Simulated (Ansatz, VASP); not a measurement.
**One calculation of ZnSe, two programs**

```
CELL_PARAMETERS angstrom
0.00000 3.09519 2.86592
3.09519 0.00000 2.86592
3.09519 3.09519 0.00000
ATOMIC_POSITIONS crystal
Zn 0.00000 0.00000 0.00000
Se 0.75000 0.75000 0.75000
```

Change from the starting cell: strain +0.080 along x and y, +0.000 along z, atoms carried along.

Alike in both runs: task single point; functional PBE; k mesh 8 × 8 × 8; occupations gaussian, width 0.05 eV; no spin polarisation.

|  | VASP | Ansatz |
| --- | --- | --- |
| version | VASP 6.6.1 | Ansatz 0.2.0 |
| potentials or method | VASP PAW PBE potentials, release 64 (Zn, Se), cutoff 520 eV | scalar-relativistic, plane waves, PAW |
| valence electrons in the cell | 18 | 28 |

|  | VASP | Ansatz | Ansatz less VASP |
| --- | --- | --- | --- |
| gap on the k mesh at the Fermi level (eV) | 0.43 | 0.43 | +0.002 |
| least direct gap on the mesh (eV) | 0.43 | 0.43 | +0.002 |
| pressure (GPa) | -6.1 | -6.2 | -0.10 |
| traceless stress, the component that is largest in VASP (GPa) | 1.61 | 1.62 | +0.006 |

The functional is the same, so the differences come from potentials, cutoffs and numerics. VASP's potentials hold 18 valence electrons a cell and Ansatz's 28, so a difference there can come from the potentials and not from the codes.
